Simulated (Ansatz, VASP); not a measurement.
## One calculation of TlGe, two programs

Contents of INCAR:

```
SYSTEM = TlGe
ALGO     = Normal         ! electronic algorithm
EDIFF    = 1E-7           ! SCF threshold, eV
EDIFFG   = -0.01          ! ionic threshold
ENCUT    = 600            ! plane-wave cutoff, eV
GGA      = PE             ! functional
IBRION   = 2              ! ionic algorithm
ISIF     = 3              ! what is computed and relaxed
ISMEAR   = 0              ! smearing method
LASPH    = .True.         ! aspherical terms in the spheres
LCHARG   = .False.        ! write CHGCAR
LREAL    = .False.        ! projectors in reciprocal space
LWAVE    = .False.        ! write WAVECAR
NELM     = 60             ! most SCF steps
NSW      = 100            ! ionic steps
PREC     = Accurate       ! precision mode
SIGMA    = 0.1            ! smearing width, eV
```

Contents of KPOINTS:

```
k-points
0
Gamma
  16 16 16
  0 0 0
```

The input POSCAR:

```
TlGe
1.0
    3.6364524079      0.0000000000      0.0000000000
    0.0000000000      3.6364524079      0.0000000000
    0.0000000000      0.0000000000      3.6364524079
Tl Ge
1 1
Direct
    0.0000000000      0.0000000000      0.0000000000
    0.5000000000      0.5000000000      0.5000000000
```

Input for Ansatz:

```yaml
crystal:
  lattice:
    - [3.6364524079, 0.0, 0.0]
    - [0.0, 3.6364524079, 0.0]
    - [0.0, 0.0, 3.6364524079]
  atoms:
    - { symbol: Tl, position: [0.0, 0.0, 0.0] }
    - { symbol: Ge, position: [0.5, 0.5, 0.5] }
basis:
  ecutwfc: 420
kpoints:
  mp_grid: { grid: [16, 16, 16] }
hamiltonian:
  xc: pbe
scf:
  occupations: { method: gaussian, width: 0.1 }
output:
  forces: true
  stress: true
  eigenvalues: true
  write_density: true
  write_potential: true
  elf: true
  volumetric_format: npy
relax:
  adjacent_minimum: "off"
  f_tol: 0.01
  max_steps: 80
  cell: { stress_tol: 0.05 }
```

Alike in both runs: task relaxation of cell and atoms; functional PBE; k mesh 16 × 16 × 16; occupations gaussian, width 0.1 eV; no spin polarisation.

|  | VASP | Ansatz |
| --- | --- | --- |
| version | VASP 6.6.1 | Ansatz 0.2.0 |
| potentials or method | VASP PAW PBE potentials, release 64 (Tl_d, Ge_d), cutoff 600 eV | scalar-relativistic, plane waves, PAW |
| valence electrons in the cell | 27 | 27 |

```csv
,VASP,Ansatz,Ansatz less VASP
"gap on the k mesh at the Fermi level, each at its own relaxed structure (eV)",none,none,-
relaxed volume (Å³/atom),25.20,25.21,+0.005
relaxed length of the cell vector where the two differ most in proportion (Å),3.694,3.694,+0.0002
```

A gap of «none» marks a metal or a gap that the smearing closes.

Neither program's run includes spin-orbit coupling.
